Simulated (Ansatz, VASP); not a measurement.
AgCl in VASP and in Ansatz

INCAR

```
SYSTEM = AgCl
ALGO = Normal
EDIFF = 1E-6
ENCUT = 520
GGA = PE
ISIF = 2
ISMEAR = 0
LASPH = .True.
LCHARG = .False.
LREAL = .False.
LWAVE = .False.
NBANDS = 26
NELM = 60
PREC = Accurate
SIGMA = 0.05
```

KPOINTS

```
k-points
0
Gamma
  8 8 6
  0 0 0
```

The input POSCAR:

```
AgCl
1.0
    3.3438568773      0.0000000000      0.0000000000
    0.0000000000      3.7994928994      0.0000000000
   -0.9212665616      0.0000000000      4.8803342114
Ag Cl
2 2
Direct
    0.1570000000      0.2500000000      0.2100000000
    0.8430000000      0.7500000000      0.7900000000
    0.3080000000      0.2500000000      0.7050000000
    0.6920000000      0.7500000000      0.2950000000
```

Input for Ansatz:

```yaml
crystal:
  lattice:
    - [3.3438568773, 0.0, 0.0]
    - [0.0, 3.7994928994, 0.0]
    - [-0.9212665616, 0.0, 4.8803342114]
  atoms:
    - { symbol: Ag, position: [0.157, 0.25, 0.21] }
    - { symbol: Ag, position: [0.843, 0.75, 0.79] }
    - { symbol: Cl, position: [0.308, 0.25, 0.705] }
    - { symbol: Cl, position: [0.692, 0.75, 0.295] }
basis:
  ecutwfc: 500
  fft_grid_basis: typed
kpoints:
  mp_grid: { grid: [8, 8, 6] }
hamiltonian:
  xc: pbe
  pseudopotentials: { kind: paw }
scf:
  occupations: { method: gaussian, width: 0.05 }
output:
  forces: true
  stress: true
  eigenvalues: true
  bader: true
  write_density: true
  volumetric_format: npy
  elf: true
```

Alike in both runs: task single point; functional PBE; k mesh 8 × 8 × 6; occupations gaussian, width 0.05 eV; no spin polarisation.

```csv
,VASP,Ansatz
version,VASP 6.6.1,Ansatz 0.2.0
potentials or method,"VASP PAW PBE potentials, release 64 (Ag, Cl), cutoff 520 eV","scalar-relativistic, plane waves, PAW"
valence electrons in the cell,36,52
```

```tsv
	VASP	Ansatz	Ansatz less VASP
gap on the k mesh at the Fermi level (eV)	0.97	0.97	+0.004
rms of the force components (eV/Å)	0.706	0.705	-0.0008
```

Atom by atom the forces differ by 0.002 eV/Å (rms over components). VASP's potentials hold 36 valence electrons a cell and Ansatz's 52, so a difference there can come from the potentials and not from the codes.
